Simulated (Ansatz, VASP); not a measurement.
**One calculation of Au, two programs**

The input INCAR:

```
ALGO = Normal ; EDIFF = 1E-6
ENCUT = 520 ; GGA = PE
ISIF = 2 ; ISMEAR = -1
LASPH = True ; LCHARG = False
LREAL = False ; LWAVE = False
NBANDS = 18 ; NELM = 60
PREC = Accurate ; SIGMA = 0.05
```

KPOINTS

```
k-points
0
Gamma
  15 15 8
```

Contents of POSCAR:

```
Au
1.0
    2.8718913840      0.0000000000      0.0000000000
   -1.4359456920      2.4871308954      0.0000000000
    0.0000000000      0.0000000000      4.8373231123
Au
2
Direct
    0.3333333333      0.6666666667      0.2500000000
    0.6666666667      0.3333333333      0.7500000000
```

Input for Ansatz:

```yaml
crystal:
  lattice:
    - [2.871891384, 0.0, 0.0]
    - [-1.435945692, 2.4871308954, 0.0]
    - [0.0, 0.0, 4.8373231123]
  atoms:
    - { symbol: Au, position: [0.3333333333, 0.6666666667, 0.25] }
    - { symbol: Au, position: [0.6666666667, 0.3333333333, 0.75] }
kpoints:
  mp_grid: { grid: [15, 15, 8] }
scf:
  occupations: { method: fermi_dirac, width: 0.05 }
hamiltonian:
  xc: pbe
  pseudopotentials: { kind: all_electron, lapw: { basis_error: 0.0005 } }
output:
  forces: true
  stress: true
  eigenvalues: true
```

Change from the starting cell: volume scaled by 0.96.

Alike in both runs: task single point; functional PBE; k mesh 15 × 15 × 8; occupations fermi-dirac, width 0.05 eV; no spin polarisation.

```csv
,VASP,Ansatz
version,VASP 6.6.1,Ansatz 0.2.0
potentials or method,"VASP PAW PBE potentials, release 64 (Au), cutoff 520 eV","all-electron LAPW, scalar-relativistic"
```

```tsv
	VASP	Ansatz	Ansatz less VASP
pressure (GPa)	6.1	6.4	+0.27
traceless stress, the component that is largest in VASP (GPa)	-0.35	-0.35	-0.002
```

Ansatz ran all-electron here, and VASP with PAW potentials.

Spin-orbit coupling is off throughout.
